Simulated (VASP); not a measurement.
Write the native input for VASP 6.6.1 that does the following.

```
Task                   : single point
Functional             : r2SCAN
Potentials or basis    : VASP PAW PBE potentials, release 64 (Yb, C)
Cutoff                 : 520 eV
k mesh                 : 12 × 12 × 12
Occupations            : gaussian, width 0.05 eV
Spin                   : collinear spin, ferromagnetic start
Starting moments       : [0.35, 0.0] μB
Dipole correction      : no
Further INCAR settings : ALGO = Normal; EDIFF = 1e-07; NBANDS = 25
```

Crystal: YbC.

```
Yb C
1.0
     3.06213    0.00000    0.00000
     0.00000    3.06213    0.00000
     0.00000    0.00000    3.06213
Yb C
1 1
Cartesian
  0.0000 0.0000 0.0000
  1.5311 1.5311 1.5311
```

The input as run:

POSCAR

```
YbC
1.0
    3.0621341154      0.0000000000      0.0000000000
    0.0000000000      3.0621341154      0.0000000000
    0.0000000000      0.0000000000      3.0621341154
Yb C
1 1
Direct
    0.0000000000      0.0000000000      0.0000000000
    0.5000000000      0.5000000000      0.5000000000
```

INCAR.step1

```
PREC     = Accurate       # precision mode
ENCUT    = 520            # plane-wave cutoff, eV
ISMEAR   = 0              # smearing method
SIGMA    = 0.05           # smearing width, eV
LREAL    = F              # projectors in reciprocal space
LASPH    = T              # aspherical terms in the spheres
NELM     = 150            # most SCF steps
ISPIN    = 2              # spin polarisation
MAGMOM   = 0.35 0         # initial moments
LMAXMIX  = 6              # l up to which the mixer works
NBANDS   = 25             # bands
GGA      = PE             # functional
ALGO     = Normal         # electronic algorithm
EDIFF    = 1E-4           # SCF threshold, eV
LWAVE    = T              # write WAVECAR
LCHARG   = F              # write CHGCAR
```

INCAR.step2

```
PREC     = Accurate       # precision mode
ENCUT    = 520            # plane-wave cutoff, eV
EDIFF    = 1E-7           # SCF threshold, eV
ISMEAR   = 0              # smearing method
SIGMA    = 0.05           # smearing width, eV
LREAL    = F              # projectors in reciprocal space
LASPH    = T              # aspherical terms in the spheres
NELM     = 150            # most SCF steps
ALGO     = Normal         # electronic algorithm
ISIF     = 2              # what is computed and relaxed
LWAVE    = F              # write WAVECAR
LCHARG   = T              # write CHGCAR
ISPIN    = 2              # spin polarisation
MAGMOM   = 0.35 0         # initial moments
LORBIT   = 11             # projections on sites
LMAXMIX  = 6              # l up to which the mixer works
METAGGA  = R2SCAN         # meta-GGA
LMIXTAU  = T            
LELF     = T              # ELF
LVHAR    = T            
NBANDS   = 25             # bands
ISTART   = 1
```

KPOINTS

```
Automatic mesh
0
Gamma
  12 12 12
```

Potentials or basis: VASP PAW PBE potentials, release 64 (Yb, C).

The run is started by

```console
$ cat potpaw_PBE.64/Yb/POTCAR potpaw_PBE.64/C/POTCAR > POTCAR
$ cp INCAR.step1 INCAR
$ mpirun -np 1 vasp_std > vasp.out
$ cp INCAR.step2 INCAR
$ mpirun -np 1 vasp_std > vasp.out
```

Results of the run:

| Property | Result |
| --- | --- |
| Pressure | -4.4 GPa |
| Band gap on the k mesh | zero (filled and empty bands overlap) |
| Net moment | 0.00 μB per cell |
| Valence electrons inside the program's atomic spheres | Yb 22.12; C 2.21 |

Caveat: the cell stands under tension; the PAW data sets were made with another functional, which shifts forces and pressure a little; spin-orbit coupling is left out, which moves the levels of the heavy elements.

It took 18 min on 1 thread of AMD EPYC 7R43 64-Core Processor (Zen 3), with other jobs on the host, peak memory 0.21 GiB.
